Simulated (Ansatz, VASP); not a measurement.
BN: VASP beside Ansatz

```
B N
1.0
     0.00000    3.43210    3.52357
     2.50835    0.00000    3.52357
     2.50835    3.43210    0.00000
B N
4 4
Direct
  0.10002 0.10002 0.39998
  0.39998 0.39998 0.10002
  0.14998 0.14998 0.85002
  0.85002 0.85002 0.14998
  0.17748 0.82252 0.17748
  0.82252 0.17748 0.82252
  0.07252 0.42748 0.07252
  0.42748 0.07252 0.42748
```

Alike in both runs: functional PBE; k mesh 6 × 6 × 6; occupations gaussian, width 0.1 eV; no spin polarisation.

Ansatz relaxed the structure, and its values are those at the end. VASP's run is a single point on that final structure, the one shown.

|  | VASP | Ansatz |
| --- | --- | --- |
| version | VASP 6.6.1 | Ansatz 0.2.0 |
| potentials or method | VASP PAW PBE potentials, release 64 (B, N), cutoff 520 eV | scalar-relativistic, plane waves, PAW |
| valence electrons in the cell | 32 | 32 |

```csv
,VASP,Ansatz,Ansatz less VASP
gap on the k mesh at the Fermi level (eV),5.12,5.13,+0.012
least direct gap on the mesh (eV),5.12,5.13,+0.012
pressure (GPa),0.3,0.2,-0.16
rms of the force components (eV/Å),0.012,0.002,-0.0098
```
